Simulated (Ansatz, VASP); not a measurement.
**One calculation of PdBr3, two programs**

```
Pd Br
1.0
     4.65496    0.00000    0.00000
     0.00000    4.65496    0.00000
     0.00000    0.00000    4.65496
Pd Br
1 3
Direct
  0.00000 0.00000 0.00000
  0.00000 0.50000 0.50000
  0.50000 0.00000 0.50000
  0.50000 0.50000 0.00000
```

Alike in both runs: task single point; functional PBE; k mesh 4 × 4 × 4; occupations gaussian, width 0.1 eV; no spin polarisation.

```csv
,VASP,Ansatz
version,VASP 6.6.1,Ansatz 0.2.0
potentials or method,"VASP PAW PBE potentials, release 64 (Pd, Br), cutoff 520 eV","scalar-relativistic, plane waves, PAW"
valence electrons in the cell,31,39
```

```csv
,VASP,Ansatz,Ansatz less VASP
gap on the k mesh at the Fermi level (eV),none,none,-
pressure (GPa),-1.4,-1.4,+0.01
```

A gap of «none» marks a metal or a gap that the smearing closes. With one functional, cell and mesh, what is left measures potentials, basis and numerics. VASP's potentials hold 31 valence electrons a cell and Ansatz's 39, so a difference there can come from the potentials and not from the codes.
